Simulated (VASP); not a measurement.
Crystal: Ta.

```
Ta
1.0
    -1.65128    1.65128    1.65128
     1.65128   -1.65128    1.65128
     1.65128    1.65128   -1.65128
Ta
1
Cartesian
  0.0000 0.0000 0.0000
```

- Program: VASP 6.6.1
- Task: relaxation of cell and atoms
- Functional: LDA
- Potentials or basis: VASP PAW LDA potentials, release 64 (Ta_sv_GW)
- Cutoff: 500 eV
- k mesh: 11 × 11 × 11
- Occupations: fermi-dirac, width 0.05 eV
- Spin: no spin polarisation

At the start: pressure -9.9 GPa; volume 18.01 Å³/atom.

Question: Where does the relaxation end?

Answer: Over 4 steps the energy falls by 26.5 meV/atom and the volume is 17.19 Å³/atom (-4.5 %); space group Im-3m (No. 229, to 0.05 Å).

The path:
```csv
step,energy change (eV),largest force (eV/Å),pressure (GPa),volume (Å³)
1,0.0000,0.0000,-9.91,18.01
2,0.1646,0.0000,34.88,15.26
3,-0.0264,0.0000,-0.52,17.23
4,-0.0265,0.0000,-0.06,17.19
```

Final structure:
```xyz
1
Lattice="-1.6259 1.6259 1.6259 1.6259 -1.6259 1.6259 1.6259 1.6259 -1.6259" Properties=species:S:1:pos:R:3 pbc="T T T"
Ta    0.0000    0.0000    0.0000
```
